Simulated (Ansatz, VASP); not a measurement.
## Ge in VASP and in Ansatz

```
Ge
1.0
     2.56181   -3.29766    0.00000
     2.56181    3.29766    0.00000
     0.00000    0.00000   10.12720
Ge
8
Direct
  0.80861 0.69139 0.87500
  0.30861 0.19139 0.12500
  0.80861 0.69139 0.37500
  0.30861 0.19139 0.62500
  0.19139 0.30861 0.37500
  0.69139 0.80861 0.62500
  0.19139 0.30861 0.87500
  0.69139 0.80861 0.12500
```

Alike in both runs: functional PBE; k mesh 8 × 8 × 4; occupations gaussian, width 0.1 eV; no spin polarisation.

Ansatz relaxed the structure, and its values are those at the end. VASP's run is a single point on that final structure, the one shown.

|  | VASP | Ansatz |
| --- | --- | --- |
| version | VASP 6.6.1 | Ansatz 0.2.0 |
| potentials or method | VASP PAW PBE potentials, release 64 (Ge_d), cutoff 500 eV | scalar-relativistic, plane waves, PAW |
| valence electrons in the cell | 112 | 112 |

|  | VASP | Ansatz | Ansatz less VASP |
| --- | --- | --- | --- |
| gap on the k mesh at the Fermi level (eV) | none | none | - |
| pressure (GPa) | 0.0 | 0.0 | +0.01 |

A gap of «none» marks a metal or a gap that the smearing closes. The functional is the same, so the differences come from potentials, cutoffs and numerics.
